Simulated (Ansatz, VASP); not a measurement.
# InSb: VASP beside Ansatz

POSCAR

```
InSb
1.0
    0.0000000000      3.3451032779      3.3451032779
    3.3451032779      0.0000000000      3.3451032779
    3.3451032779      3.3451032779      0.0000000000
In Sb
1 1
Direct
    0.0000000000      0.0000000000      0.0000000000
    0.2500000000      0.2500000000      0.2500000000
```

File INCAR.step1:

```
SYSTEM = InSb
PREC = Accurate
ENCUT = 520
ISMEAR = -1
SIGMA = 0.02
LREAL = .False.
LASPH = .True.
NELM = 80
NBANDS = 16
GGA = PE
ALGO = Normal
EDIFF = 1E-4
LWAVE = .True.
LCHARG = .False.
```

INCAR.step2

```
SYSTEM = InSb
PREC = Accurate
ENCUT = 520
EDIFF = 1E-6
ISMEAR = -1
SIGMA = 0.02
LREAL = .False.
LASPH = .True.
NELM = 80
ALGO = Normal
ISIF = 2
LWAVE = .False.
LCHARG = .False.
METAGGA = R2SCAN
LMIXTAU = .True.
NBANDS = 16
ISTART = 1
```

The input KPOINTS:

```
Automatic mesh
0
Gamma
  6 6 6
  0 0 0
```

Input for Ansatz:

```yaml
crystal:
  lattice:
    - [0.0, 3.3451032779, 3.3451032779]
    - [3.3451032779, 0.0, 3.3451032779]
    - [3.3451032779, 3.3451032779, 0.0]
  atoms:
    - { symbol: In, position: [0.0, 0.0, 0.0] }
    - { symbol: Sb, position: [0.25, 0.25, 0.25] }
kpoints:
  mp_grid: { grid: [6, 6, 6] }
  band_path:
    path:
      - [0.0, 0.0, 0.0]
      - [-0.5, -0.5, 0.0]
      - [-0.375, -0.375, 0.25]
      - [-0.375, 0.0, 0.375]
      - [0.0, 0.0, 0.5]
      - [-0.5, -0.25, 0.25]
    npoints: 1
hamiltonian:
  xc: r2scan
scf:
  occupations: { method: fermi_dirac, width: 0.02 }
  n_extra_bands: 4
output:
  forces: true
  stress: true
  eigenvalues: true
  write_density: true
  write_potential: true
  elf: true
  volumetric_format: npy
```

Change from the starting cell: hydrostatic strain +2.0%.

Alike in both runs: task single point; functional r2SCAN; k mesh 6 × 6 × 6; occupations fermi-dirac, width 0.02 eV; no spin polarisation.

```csv
,VASP,Ansatz
version,VASP 6.6.1,Ansatz 0.2.0
potentials or method,"VASP PAW PBE potentials, release 64 (In_d, Sb)","plane waves, PAW"
plane-wave cutoff (eV),520,500
valence electrons in the cell,18,28
```

```tsv
	VASP	Ansatz	Ansatz less VASP
pressure (GPa)	-2.2	-2.2	0.00
```

VASP's potentials were made for PBE, not for r2SCAN. VASP's potentials hold 18 valence electrons a cell and Ansatz's 28, so a difference there can come from the potentials and not from the codes.

Spin-orbit coupling is off throughout.
